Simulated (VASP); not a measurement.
## GaN: single point with PBEsol+D3(BJ)

GaN:

```
Ga N
1.0
     0.00000    2.09566    2.09566
     2.09566    0.00000    2.09566
     2.09566    2.09566    0.00000
Ga N
1 1
Direct
  0.00000 0.00000 0.00000
  0.50000 0.50000 0.50000
```

```
Program                : VASP 6.6.1
Task                   : single point
Functional             : PBEsol
Dispersion             : D3(BJ)
Potentials or basis    : VASP PAW PBE potentials, release 64 (Ga_d, N)
Cutoff                 : 520 eV
k mesh                 : 8 × 8 × 8
Occupations            : gaussian, width 0.01 eV
Spin                   : no spin polarisation
Dipole correction      : no
Further INCAR settings : ALGO = Normal; EDIFF = 1e-06; NBANDS = 16
```

```
Pressure                   : 0.5 GPa
Band gap on the k mesh     : 0.69 eV, indirect (least direct gap 3.08 eV)
Dispersion energy per atom : -0.275 eV
```

Levels at points of the mesh, in eV from the valence-band top:
| k point | band 5 | band 6 | band 7 | band 8 | band 9 | band 10 | band 11 | band 12 | band 13 | band 14 |
| --- | --- | --- | --- | --- | --- | --- | --- | --- | --- | --- |
| (0.00, 0.00, 0.00) | -13.81 | -13.81 | -0.53 | -0.53 | -0.53 | 2.54 | 14.77 | 14.77 | 14.77 | 15.99 |
| (0.50, 0.00, 0.00) | -13.66 | -13.66 | -8.43 | -0.15 | -0.15 | 4.72 | 9.14 | 9.14 | 9.73 | 16.46 |
| (0.50, 0.50, 0.00) | -13.60 | -10.83 | -7.39 | -3.16 | -3.16 | 0.69 | 7.72 | 12.12 | 14.76 | 14.76 |

Wall time 15 s on 1 thread of Intel(R) Xeon(R) Platinum 8488C (Sapphire Rapids), on a shared host, peak memory 0.15 GiB.

Caveat: the PAW data sets were made with another functional, which shifts forces and pressure a little. A k mesh can miss the band edges.
